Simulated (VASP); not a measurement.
Runs of VASP 6.6.1 on TaN. The structure is that of space group P6/mmm (No. 191), or close to it. The cells are those of the table. 

```csv
cell,gap on the mesh (eV),pressure (GPa)
"a = 5.191, b = 5.191, c = 2.908 Å, angles 90.0, 90.0, 120.0°, 6 atoms",none,5.1
"a = 5.293, b = 5.293, c = 2.965 Å, angles 90.0, 90.0, 120.0°, 6 atoms",none,(b)
"a = 5.259, b = 5.259, c = 2.946 Å, angles 90.0, 90.0, 120.0°, 6 atoms",none,-7.4
"a = 5.225, b = 5.225, c = 2.927 Å, angles 90.0, 90.0, 120.0°, 6 atoms",none,-1.5
"a = 5.085, b = 5.085, c = 2.849 Å, angles 90.0, 90.0, 120.0°, 6 atoms",none,(a)
```

Alike in all rows: task single point; level r2SCAN+D4; potentials or basis VASP PAW PBE potentials, release 64 (Ta_pv, N); no spin polarisation; k mesh 5 × 5 × 8; cutoff (eV) 520; smearing fermi-dirac 0.05 eV.

Problem. Estimate the missing entries.

Solution. (a) 29.6; (b) -12.8.

Caveats: the PAW data sets were made with another functional, which shifts forces and pressure a little; spin-orbit coupling is left out, which moves the levels of the heavy elements; the cell stands under pressure (at least some runs); the stress differs along the axes, from -18 to -10 GPa (at least some runs); the stress differs along the axes, from -11 to -5 GPa (at least some runs); the stress differs along the axes, from 27 to 34 GPa (at least some runs).

A k mesh can miss the band edges, and the runs leave out spin-orbit coupling on Ta.

A gap of «none» marks levels without a gap at the run's occupations.
